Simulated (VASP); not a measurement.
# TiO2 in VASP: further runs

The runs below take TiO2 through single point, with PBE+U.

Everything below comes from runs of VASP 6.6.1. Logs are shortened: lines on timing, memory, paths and dates and some standing lists are left out, and cuts for length are marked.

## (1) The cell of the first run

The typed cell holds 6 atoms: a = 3.734 Å, b = 3.734 Å, c = 5.464 Å, α = 109.98°, β = 109.98°, γ = 90.00°.

## (2) Single point, PBE+U (atoms shifted along a free coordinate)

Input file INCAR:

```
SYSTEM = TiO2
ALGO = Normal ; EDIFF = 1E-7
ENCUT = 520 ; GGA = PE
ISIF = 2 ; ISMEAR = 0
LASPH = .True. ; LCHARG = .False.
LDAU = .True. ; LDAUJ = 0 0
LDAUL = 2 -1 ; LDAUPRINT = 1
LDAUTYPE = 2 ; LDAUU = 4 0
LMAXMIX = 4 ; LREAL = .False.
LWAVE = .False. ; NBANDS = 33
NELM = 150 ; PREC = Accurate
SIGMA = 0.05
```

Input file KPOINTS:

```
k-points
0
Gamma
  6 6 6
  0 0 0
```

Input file POSCAR:

```
TiO2
1.0
    2.6403699524     -2.6404433249     -0.0197025433
    2.6403699524      2.6404433249     -0.0197025433
   -2.6045504488      0.0000000000      4.8027412153
Ti O
2 4
Direct
    0.1250069486      0.8749930514      0.2500000000
    0.8749930514      0.1250069486      0.7500000000
    0.3240875128      0.0741107881      0.6481847475
    0.6759124872      0.9258892119      0.3518152525
    0.9258892119      0.6759124872      0.8518152525
    0.0741107881      0.3240875128      0.1481847475
```

Potentials or basis: VASP PAW PBE potentials, release 64 (Ti_sv, O).

On the command line:

```console
> cat potpaw_PBE.64/Ti_sv/POTCAR potpaw_PBE.64/O/POTCAR > POTCAR
> mpirun -np 1 vasp_std > vasp.out
```

OUTCAR:

```text
SYSTEM = TiO2
   EDIFF = 1E-7
   ENCUT = 520
   GGA = PE
   ISIF = 2
   ISMEAR = 0
   LASPH = .True.
   LREAL = .False.
   NELM = 150
   PREC = Accurate

 ion  position               nearest neighbor table
   1  0.125  0.875  0.250-   3 1.90   5 1.90   4 1.93   6 1.93   4 1.93   6 1.93
   2  0.875  0.125  0.750-   4 1.90   6 1.90   5 1.93   3 1.93   5 1.93   3 1.93
   3  0.324  0.074  0.648-   1 1.90   2 1.93   2 1.93
   4  0.676  0.926  0.352-   2 1.90   1 1.93   1 1.93
   5  0.926  0.676  0.852-   1 1.90   2 1.93   2 1.93
   6  0.074  0.324  0.148-   2 1.90   1 1.93   1 1.93

  LATTYP: Found a base centered monoclinic cell.
 ALAT       =     5.2808869239
 B/A-ratio  =     0.9999999481
 C/A-ratio  =     1.0345830161
 COS(beta)  =    -0.4832630161

  Lattice vectors:

 A1 = (   2.6403699524,  -2.6404433249,  -0.0197025433)
 A2 = (   2.6403699524,   2.6404433249,  -0.0197025433)
 A3 = (  -2.6045504488,   0.0000000000,   4.8027412153)

Analysis of symmetry for initial positions (statically):
=====================================================================
 Subroutine PRICEL returns:
 Original cell was already a primitive cell.

 Routine SETGRP: Setting up the symmetry group for a
 base centered monoclinic supercell.

 Subroutine GETGRP returns: Found  4 space group operations
 (whereof  2 operations were pure point group operations)
 out of a pool of  4 trial point group operations.

The static configuration has the point symmetry S_2 .
 The point group associated with its full space group is C_2h.

Analysis of symmetry for dynamics (positions and initial velocities):
=====================================================================
 Subroutine PRICEL returns:
 Original cell was already a primitive cell.

 Routine SETGRP: Setting up the symmetry group for a
 base centered monoclinic supercell.

 Subroutine GETGRP returns: Found  4 space group operations
 (whereof  2 operations were pure point group operations)
 out of a pool of  4 trial point group operations.

The dynamic configuration has the point symmetry S_2 .
 The point group associated with its full space group is C_2h.

 Subroutine INISYM returns: Found  4 space group operations
 (whereof  2 operations are pure point group operations),
 and found     1 'primitive' translations

----------------------------------------------------------------------------------------

                                     Primitive cell

  volume of cell :      66.6960

  direct lattice vectors                    reciprocal lattice vectors
     2.640369952 -2.640443325 -0.019702543     0.190136830 -0.189362141  0.103112148
     2.640369952  2.640443325 -0.019702543     0.190136830  0.189362141  0.103112148
    -2.604550449  0.000000000  4.802741215     0.001560017  0.000000000  0.209060430

  length of vectors
     3.734150858  3.734150858  5.463515921     0.287475476  0.287475476  0.209066250

  position of ions in fractional coordinates (direct lattice)
     0.125006949  0.874993051  0.250000000
     0.874993051  0.125006949  0.750000000
     0.324087513  0.074110788  0.648184747
     0.675912487  0.925889212  0.351815253
     0.925889212  0.675912487  0.851815253
     0.074110788  0.324087513  0.148184747

  ion indices of the primitive-cell ions
[... 111 lines left out ...]
   IVDW    =     0    specifies the selected vdW correction
   LEPSILON=     F    determine dielectric tensor
   LRPA    =     F    only Hartree local field effects (RPA)
 non-spin polarized calculation
 Gauss-broadening in eV      SIGMA  =   0.05
  energy-cutoff  :      520.00
  volume of cell :       66.70
 maximum number of plane-waves:      1814
   NGX = 13   NGY = 13   NGZ = 21

atom =   1  type =  1  l = 2

 onsite density matrix

spin component  1

  0.2503 -0.0010 -0.0000 -0.0000 -0.0000
 -0.0010  0.1115 -0.0000  0.0000 -0.0000
 -0.0000 -0.0000  0.2761  0.0021  0.0000
 -0.0000  0.0000  0.0021  0.1116  0.0001
 -0.0000 -0.0000  0.0000  0.0001  0.0980

spin component  2

  0.2503 -0.0010 -0.0000 -0.0000 -0.0000
 -0.0010  0.1115 -0.0000  0.0000 -0.0000
 -0.0000 -0.0000  0.2761  0.0021  0.0000
 -0.0000  0.0000  0.0021  0.1116  0.0001
 -0.0000 -0.0000  0.0000  0.0001  0.0980

 occupancies and eigenvectors

  o =  0.0980  v =  0.0000  0.0000  0.0000 -0.0073  1.0000  0.0000  0.0000  0.0000  0.0000  0.0000      0.0000  0.0000  0.0000  0.0000  0.0000  0.0000  0.0000  0.0000  0.0000  0.0000
  o =  0.0980  v =  0.0000  0.0000  0.0000  0.0000  0.0000  0.0000  0.0000  0.0000 -0.0073  1.0000      0.0000  0.0000  0.0000  0.0000  0.0000  0.0000  0.0000  0.0000  0.0000  0.0000
  o =  0.1115  v = -0.0074 -1.0000 -0.0000  0.0000  0.0000  0.0000  0.0000  0.0000  0.0000  0.0000      0.0000  0.0000  0.0000  0.0000  0.0000  0.0000  0.0000  0.0000  0.0000  0.0000
  o =  0.1115  v =  0.0000  0.0000  0.0000  0.0000  0.0000 -0.0074 -1.0000 -0.0000  0.0000  0.0000      0.0000  0.0000  0.0000  0.0000  0.0000  0.0000  0.0000  0.0000  0.0000  0.0000
  o =  0.1115  v =  0.0000  0.0000 -0.0130  0.9999  0.0073  0.0000  0.0000  0.0000  0.0000  0.0000      0.0000  0.0000  0.0000  0.0000  0.0000  0.0000  0.0000  0.0000  0.0000  0.0000
  o =  0.1115  v =  0.0000  0.0000  0.0000  0.0000  0.0000  0.0000  0.0000 -0.0130  0.9999  0.0073      0.0000  0.0000  0.0000  0.0000  0.0000  0.0000  0.0000  0.0000  0.0000  0.0000
  o =  0.2503  v =  1.0000 -0.0074 -0.0000 -0.0000 -0.0000  0.0000  0.0000  0.0000  0.0000  0.0000      0.0000  0.0000  0.0000  0.0000  0.0000  0.0000  0.0000  0.0000  0.0000  0.0000
  o =  0.2503  v =  0.0000  0.0000  0.0000  0.0000  0.0000  1.0000 -0.0074 -0.0000 -0.0000 -0.0000      0.0000  0.0000  0.0000  0.0000  0.0000  0.0000  0.0000  0.0000  0.0000  0.0000
  o =  0.2761  v =  0.0000  0.0000  0.9999  0.0130  0.0000  0.0000  0.0000  0.0000  0.0000  0.0000      0.0000  0.0000  0.0000  0.0000  0.0000  0.0000  0.0000  0.0000  0.0000  0.0000
  o =  0.2761  v =  0.0000  0.0000  0.0000  0.0000  0.0000  0.0000  0.0000  0.9999  0.0130  0.0000      0.0000  0.0000  0.0000  0.0000  0.0000  0.0000  0.0000  0.0000  0.0000  0.0000

atom =   2  type =  1  l = 2

 onsite density matrix

spin component  1

  0.2503 -0.0010 -0.0000 -0.0000 -0.0000
 -0.0010  0.1115 -0.0000  0.0000 -0.0000
 -0.0000 -0.0000  0.2761  0.0021  0.0000
 -0.0000  0.0000  0.0021  0.1116  0.0001
 -0.0000 -0.0000  0.0000  0.0001  0.0980

spin component  2

  0.2503 -0.0010 -0.0000 -0.0000 -0.0000
 -0.0010  0.1115 -0.0000  0.0000 -0.0000
 -0.0000 -0.0000  0.2761  0.0021  0.0000
 -0.0000  0.0000  0.0021  0.1116  0.0001
 -0.0000 -0.0000  0.0000  0.0001  0.0980

 occupancies and eigenvectors

  o =  0.0980  v =  0.0000  0.0000  0.0000 -0.0073  1.0000  0.0000  0.0000  0.0000  0.0000  0.0000      0.0000  0.0000  0.0000  0.0000  0.0000  0.0000  0.0000  0.0000  0.0000  0.0000
  o =  0.0980  v =  0.0000  0.0000  0.0000  0.0000  0.0000  0.0000  0.0000  0.0000 -0.0073  1.0000      0.0000  0.0000  0.0000  0.0000  0.0000  0.0000  0.0000  0.0000  0.0000  0.0000
  o =  0.1115  v = -0.0074 -1.0000 -0.0000  0.0000  0.0000  0.0000  0.0000  0.0000  0.0000  0.0000      0.0000  0.0000  0.0000  0.0000  0.0000  0.0000  0.0000  0.0000  0.0000  0.0000
  o =  0.1115  v =  0.0000  0.0000  0.0000  0.0000  0.0000 -0.0074 -1.0000 -0.0000  0.0000  0.0000      0.0000  0.0000  0.0000  0.0000  0.0000  0.0000  0.0000  0.0000  0.0000  0.0000
  o =  0.1115  v =  0.0000  0.0000 -0.0130  0.9999  0.0073  0.0000  0.0000  0.0000  0.0000  0.0000      0.0000  0.0000  0.0000  0.0000  0.0000  0.0000  0.0000  0.0000  0.0000  0.0000
  o =  0.1115  v =  0.0000  0.0000  0.0000  0.0000  0.0000  0.0000  0.0000 -0.0130  0.9999  0.0073      0.0000  0.0000  0.0000  0.0000  0.0000  0.0000  0.0000  0.0000  0.0000  0.0000
  o =  0.2503  v =  1.0000 -0.0074 -0.0000 -0.0000 -0.0000  0.0000  0.0000  0.0000  0.0000  0.0000      0.0000  0.0000  0.0000  0.0000  0.0000  0.0000  0.0000  0.0000  0.0000  0.0000
  o =  0.2503  v =  0.0000  0.0000  0.0000  0.0000  0.0000  1.0000 -0.0074 -0.0000 -0.0000 -0.0000      0.0000  0.0000  0.0000  0.0000  0.0000  0.0000  0.0000  0.0000  0.0000  0.0000
  o =  0.2761  v =  0.0000  0.0000  0.9999  0.0130  0.0000  0.0000  0.0000  0.0000  0.0000  0.0000      0.0000  0.0000  0.0000  0.0000  0.0000  0.0000  0.0000  0.0000  0.0000  0.0000
  o =  0.2761  v =  0.0000  0.0000  0.0000  0.0000  0.0000  0.0000  0.0000  0.9999  0.0130  0.0000      0.0000  0.0000  0.0000  0.0000  0.0000  0.0000  0.0000  0.0000  0.0000  0.0000

 number of electron      47.9999993 magnetization

 Free energy of the ion-electron system (eV)
  ---------------------------------------------------
  ext. energy  EPLUGINS =         0.00000000
  ---------------------------------------------------
  free energy    TOTEN  =       -47.87838767 eV

  energy without entropy =      -47.87838767  energy(sigma->0) =      -47.87838767

 E-fermi :   4.1599     XC(G=0): -10.8146

 val. band max:        3.8103821360   @ k =   0.0000   0.0000   0.5000
 cond. band min:       6.7573075991   @ k =   0.0000   0.0000   0.0000
 fundamental gap:      2.9469254632
 Fermi energy:         4.1599006695

 k-point     1 :       0.0000    0.0000    0.0000
  band No.  band energies     occupation
      1     -53.2865      2.00000
      2     -53.2223      2.00000
      3     -29.7868      2.00000
      4     -29.4839      2.00000
      5     -29.4839      2.00000
      6     -29.4097      2.00000
[... 853 lines left out ...]
     32      10.4160      0.00000
     33      10.5543      0.00000

 [... further k-points ...]

------------------------ aborting loop because EDIFF is reached ----------------------------------------

  FORCE on cell =-STRESS in cart. coord.  units (eV):
  Direction    XX          YY          ZZ          XY          YZ          ZX
  --------------------------------------------------------------------------------------
  -------------------------------------------------------------------------------------
  Total        8.2222492      8.2222405     14.8067912      0.0000000      0.0000000      0.0500837
  in kB      197.5156128    197.5154031    355.6900736      0.0000000      0.0000000      1.2031149
  external PRESSURE =     250.2403632 kB  Pullay stress =       0.0000000 kB

 VOLUME and BASIS-vectors are now :
 -----------------------------------------------------------------------------
  energy-cutoff  :      520.00
  volume of cell :       66.70
      direct lattice vectors                 reciprocal lattice vectors
     2.640369952 -2.640443325 -0.019702543     0.190136830 -0.189362141  0.103112148
     2.640369952  2.640443325 -0.019702543     0.190136830  0.189362141  0.103112148
    -2.604550449  0.000000000  4.802741215     0.001560017  0.000000000  0.209060430

 POSITION                                       TOTAL-FORCE (eV/Angst)
 -----------------------------------------------------------------------------------
      1.98923      1.98030      1.18098        -0.000000     -0.000108      0.000000
      0.68696     -1.98030      3.58235         0.000000      0.000108      0.000000
     -0.63684     -0.66005      3.10522         0.013905      0.000034      1.855881
      3.31303      0.66005      1.65812        -0.013905     -0.000034     -1.855881
      2.01075     -0.66005      4.05949        -0.013905      0.000034     -1.855881
      0.66544      0.66005      0.70385         0.013905     -0.000034      1.855881
 -----------------------------------------------------------------------------------
    total drift:                               -0.000000     -0.000000      0.000000

  FREE ENERGIE OF THE ION-ELECTRON SYSTEM (eV)
  ---------------------------------------------------
  free  energy   TOTEN  =       -47.8783876677 eV

  energy  without entropy=      -47.8783876677  energy(sigma->0) =      -47.87838767
```

It took 70 s on 1 thread of Intel Xeon 6975P-C (Granite Rapids), shared host; peak memory 0.24 GiB.

What came out:

* Free energy: -47.8784 eV
* Pressure: 25.0 GPa
* Largest force: 1.856 eV/Å
* Band gap on the k mesh: 2.95 eV (least direct gap 3.19 eV)

Forces in eV/Å, atoms in the order of the input:
```
Ti   0.000  0.000  0.000
Ti   0.000  0.000  0.000
O    0.014  0.000  1.856
O   -0.014  0.000 -1.856
O   -0.014  0.000 -1.856
O    0.014  0.000  1.856
```

Levels at points of the mesh, in eV from the valence-band top:
```tsv
k point	band 22	band 23	band 24	band 25	band 26	band 27
(0.00, 0.00, 0.00)	-0.58	-0.43	-0.43	2.95	3.74	5.05
(0.50, 0.00, 0.00)	-0.91	-0.69	-0.59	3.98	4.27	4.33
(0.50, 0.50, 0.00)	-1.85	-0.26	-0.26	3.99	3.99	4.47
(0.00, 0.00, 0.50)	-1.09	0.00	0.00	3.33	3.33	4.70
(0.50, 0.00, 0.50)	-0.91	-0.69	-0.59	3.98	4.27	4.33
(0.50, 0.50, 0.50)	-1.85	-0.26	-0.26	3.99	3.99	4.47
```

Eigenvalues of the final occupation matrices:
| site | spin | trace | eigenvalues |
| --- | --- | --- | --- |
| site 1 d | 1 | 0.85 | 0.10 0.11 0.11 0.25 0.28 |
| site 1 d | 2 | 0.85 | 0.10 0.11 0.11 0.25 0.28 |
| site 2 d | 1 | 0.85 | 0.10 0.11 0.11 0.25 0.28 |
| site 2 d | 2 | 0.85 | 0.10 0.11 0.11 0.25 0.28 |

Caveat: the cell differs from its parent crystal (atoms shifted along a free coordinate); the cell stands under pressure; forces of over 1 eV/Å act on the atoms, so gaps and moduli don't describe the material at rest.

## (3) Single point, PBE+U (atoms shifted along a free coordinate)

Input file INCAR:

```
PREC     = Accurate       # precision mode
ENCUT    = 520            # plane-wave cutoff, eV
EDIFF    = 1E-6           # SCF threshold, eV
ISMEAR   = 0              # smearing method
SIGMA    = 0.05           # smearing width, eV
LREAL    = False          # projectors in reciprocal space
LASPH    = True           # aspherical terms in the spheres
NELM     = 150            # most SCF steps
ALGO     = Normal         # electronic algorithm
ISIF     = 2              # what is computed and relaxed
LWAVE    = False          # write WAVECAR
LCHARG   = False          # write CHGCAR
LMAXMIX  = 4              # l up to which the mixer works
LDAU     = True           # DFT+U
LDAUTYPE = 2            
LDAUL    = 2 -1           # shell
LDAUU    = 4 0            # U, eV
LDAUJ    = 0 0          
LDAUPRINT= 1            
GGA      = PE             # functional
NBANDS   = 33             # bands
```

Input file KPOINTS:

```
Automatic mesh
0
Gamma
  6 6 6
```

Input file POSCAR:

```
TiO2
1.0
    2.6252399294     -2.6253128814     -0.0195896425
    2.6252399294      2.6253128814     -0.0195896425
   -2.5896256811      0.0000000000      4.7752202290
Ti O
2 4
Direct
    0.1250069486      0.8749930514      0.2500000000
    0.8749930514      0.1250069486      0.7500000000
    0.3210199348      0.0710432101      0.6420495915
    0.6789800652      0.9289567899      0.3579504085
    0.9289567899      0.6789800652      0.8579504085
    0.0710432101      0.3210199348      0.1420495915
```

Potentials or basis: VASP PAW PBE potentials, release 64 (Ti_sv, O).

On the command line:

```console
> cat potpaw_PBE.64/Ti_sv/POTCAR potpaw_PBE.64/O/POTCAR > POTCAR
> mpirun -np 1 vasp_std > vasp.out
```

It took 60 s on 1 thread of Intel Xeon 6975P-C (Granite Rapids), shared host; peak memory 0.24 GiB.

It converged, with:

- Free energy: -47.3956 eV
- Pressure: 33.3 GPa
- Largest force: 2.862 eV/Å
- Band gap on the k mesh: 2.98 eV (least direct gap 3.24 eV)

Forces on the atoms (eV/Å):
```
Ti   0.000  0.000  0.000
Ti   0.000  0.000  0.000
O    0.022  0.000  2.862
O   -0.022  0.000 -2.862
O   -0.022  0.000 -2.862
O    0.022  0.000  2.862
```

Stress tensor (GPa, compression positive):
```
24.18  0.00  0.21
 0.00 24.18  0.00
 0.21  0.00 51.60
```

Levels at points of the mesh, in eV from the valence-band top:
```tsv
k point	band 22	band 23	band 24	band 25	band 26	band 27
(0.00, 0.00, 0.00)	-0.53	-0.51	-0.51	2.98	3.81	5.20
(0.50, 0.00, 0.00)	-1.00	-0.75	-0.51	3.98	4.35	4.35
(0.50, 0.50, 0.00)	-1.87	-0.42	-0.42	4.01	4.01	4.51
(0.00, 0.00, 0.50)	-1.10	0.00	0.00	3.38	3.38	4.78
(0.50, 0.00, 0.50)	-1.00	-0.75	-0.51	3.98	4.35	4.35
(0.50, 0.50, 0.50)	-1.87	-0.42	-0.42	4.01	4.01	4.51
```

Eigenvalues of the final occupation matrices:
```csv
site,spin,trace,eigenvalues
site 1 d,1,0.87,0.09 0.12 0.12 0.25 0.29
site 1 d,2,0.87,0.09 0.12 0.12 0.25 0.29
site 2 d,1,0.87,0.09 0.12 0.12 0.25 0.29
site 2 d,2,0.87,0.09 0.12 0.12 0.25 0.29
```

Caveat: the cell differs from its parent crystal (atoms shifted along a free coordinate); the cell stands under pressure; forces of over 1 eV/Å act on the atoms, so gaps and moduli don't describe the material at rest. A k mesh can miss the band edges.

## (4) Single point, PBE+U (atoms shifted along a free coordinate)

Input file INCAR:

```
PREC = Accurate
ENCUT = 520
EDIFF = 1E-6
ISMEAR = 0
SIGMA = 0.05
LREAL = False
LASPH = True
NELM = 150
ALGO = Normal
ISIF = 2
LWAVE = False
LCHARG = False
LMAXMIX = 4
LDAU = True
LDAUTYPE = 2
LDAUL = 2 -1
LDAUU = 4 0
LDAUJ = 0 0
LDAUPRINT = 1
GGA = PE
NBANDS = 33
```

Input file KPOINTS:

```
regular mesh
0
Gamma
  6 6 6
```

Input file POSCAR:

```
TiO2
1.0
    2.6252399294     -2.6253128814     -0.0195896425
    2.6252399294      2.6253128814     -0.0195896425
   -2.5896256811      0.0000000000      4.7752202290
Ti O
2 4
Direct
    0.1250069486      0.8749930514      0.2500000000
    0.8749930514      0.1250069486      0.7500000000
    0.3455605588      0.0955838341      0.6911308395
    0.6544394412      0.9044161659      0.3088691605
    0.9044161659      0.6544394412      0.8088691605
    0.0955838341      0.3455605588      0.1911308395
```

On the command line:

```console
> cat potpaw_PBE.64/Ti_sv/POTCAR potpaw_PBE.64/O/POTCAR > POTCAR
> mpirun -np 1 vasp_std > vasp.out
```

Run time: 57 s. Hardware: 1 thread of Intel Xeon 6975P-C (Granite Rapids), shared host; peak memory 0.24 GiB.

It converged, with:

* Free energy: -47.7102 eV
* Pressure: 19.9 GPa
* Largest force: 1.369 eV/Å
* Band gap on the k mesh: 2.32 eV (least direct gap 3.05 eV)

Forces in eV/Å, atoms in the order of the input:
```
Ti   0.000  0.000  0.000
Ti   0.000  0.000  0.000
O   -0.010  0.000 -1.369
O    0.010  0.000  1.369
O    0.010  0.000  1.369
O   -0.010  0.000 -1.369
```

Stress tensor (GPa, compression positive):
```
30.04  0.00 -0.23
 0.00 30.04  0.00
-0.23  0.00 -0.35
```

Levels at points of the mesh, in eV from the valence-band top:
```
           k point  band 22  band 23  band 24  band 25  band 26  band 27
(0.00, 0.00, 0.00)    -1.01    -0.84    -0.84     2.32     3.08     3.61
(0.50, 0.00, 0.00)    -1.43    -1.41    -1.06     3.31     3.56     3.85
(0.50, 0.50, 0.00)    -2.82     0.00     0.00     3.84     3.84     4.28
(0.00, 0.00, 0.50)    -1.75    -0.51    -0.51     2.69     2.69     3.53
(0.50, 0.00, 0.50)    -1.43    -1.41    -1.06     3.31     3.56     3.85
(0.50, 0.50, 0.50)    -2.82     0.00     0.00     3.84     3.84     4.28
```

Eigenvalues of the final occupation matrices:
| site | spin | trace | eigenvalues |
| --- | --- | --- | --- |
| site 1 d | 1 | 0.84 | 0.10 0.10 0.13 0.23 0.29 |
| site 1 d | 2 | 0.84 | 0.10 0.10 0.13 0.23 0.29 |
| site 2 d | 1 | 0.84 | 0.10 0.10 0.13 0.23 0.29 |
| site 2 d | 2 | 0.84 | 0.10 0.10 0.13 0.23 0.29 |

Caveat: the cell differs from its parent crystal (atoms shifted along a free coordinate); the cell stands under pressure; forces of over 1 eV/Å act on the atoms, so gaps and moduli don't describe the material at rest. A k mesh can miss the band edges.

(Continued in part 2 of 2.)
